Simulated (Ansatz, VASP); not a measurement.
Cd4Te5: VASP beside Ansatz

```
Te Cd
1.0
     4.58866    0.00000    0.00000
     0.00000    4.58866    0.00000
     0.00000    0.00000   27.97869
Te Cd
5 4
Cartesian
  0.0000 2.2943 7.5479
  2.2943 0.0000 10.7732
  0.0000 2.2943 13.9893
  2.2943 0.0000 17.2055
  0.0000 2.2943 20.4308
  2.2943 2.2943 9.0908
  0.0000 0.0000 12.3581
  2.2943 2.2943 15.6206
  0.0000 0.0000 18.8879
```

Alike in both runs: functional PBEsol; k mesh 6 × 6 × 1; occupations gaussian, width 0.05 eV; no spin polarisation.

Ansatz relaxed the structure, and its values are those at the end. VASP's run is a single point on that final structure, the one shown.

|  | VASP | Ansatz |
| --- | --- | --- |
| version | VASP 6.6.1 | Ansatz 0.2.0 |
| potentials or method | VASP PAW PBE potentials, release 64 (Te, Cd), cutoff 520 eV | scalar-relativistic, plane waves, PAW |
| valence electrons in the cell | 78 | 160 |

```csv
,VASP,Ansatz,Ansatz less VASP
gap on the k mesh at the Fermi level (eV),none,none,-
rms of the force components (eV/Å),0.010,0.005,-0.0055
```

VASP's potentials were made for PBE, not for PBEsol. A gap of «none» marks a metal or a gap that the smearing closes. With one functional, cell and mesh, what is left measures potentials, basis and numerics. VASP's potentials hold 78 valence electrons a cell and Ansatz's 160, so a difference there can come from the potentials and not from the codes. Ansatz's warnings: xc potential rough in thin density.

Neither program's run includes spin-orbit coupling.
